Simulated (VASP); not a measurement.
MgS, 2 atoms in the cell. Symmetry: Fm-3m, No. 225, cubic system. The conventional cell has a = 5.174 Å, b = 5.174 Å, c = 5.174 Å, α = 90.00°, β = 90.00°, γ = 90.00°. Mg (site symmetry m-3m) has 6 S at 2.59 Å within 3.4 Å. S (site symmetry m-3m) has 6 Mg at 2.59 Å within 3.4 Å. 

- Program: VASP 6.6.1
- Task: single point
- Functional: PBE
- Potentials or basis: VASP PAW PBE potentials, release 64 (Mg, S)
- Cutoff: 520 eV
- k mesh: 9 × 9 × 9
- Occupations: fermi-dirac, width 0.1 eV
- Spin: non-collinear spin, zero start, spin-orbit coupling
- Starting moments: [[0.0, 0.0, 0.0], [0.0, 0.0, 0.0]] μB
- Dipole correction: no
- Further INCAR settings: ALGO = Normal; EDIFF = 1e-06; NBANDS = 20

Potentials or basis: VASP PAW PBE potentials, release 64 (Mg, S).

The run is started by

```console
$ cat potpaw_PBE.64/Mg/POTCAR potpaw_PBE.64/S/POTCAR > POTCAR
$ mpirun -np 1 vasp_ncl > vasp.out
```

Hardware: 1 thread of Intel(R) Xeon(R) Platinum 8375C CPU @ 2.90GHz (Ice Lake) (shared host).

Task: How long does it take, and how much memory?

Result: Run time: 120 s on 1 thread of Intel(R) Xeon(R) Platinum 8375C CPU @ 2.90GHz (Ice Lake), with other jobs on the host, peak memory 0.24 GiB. Counts: scf iterations 13, k points 35.
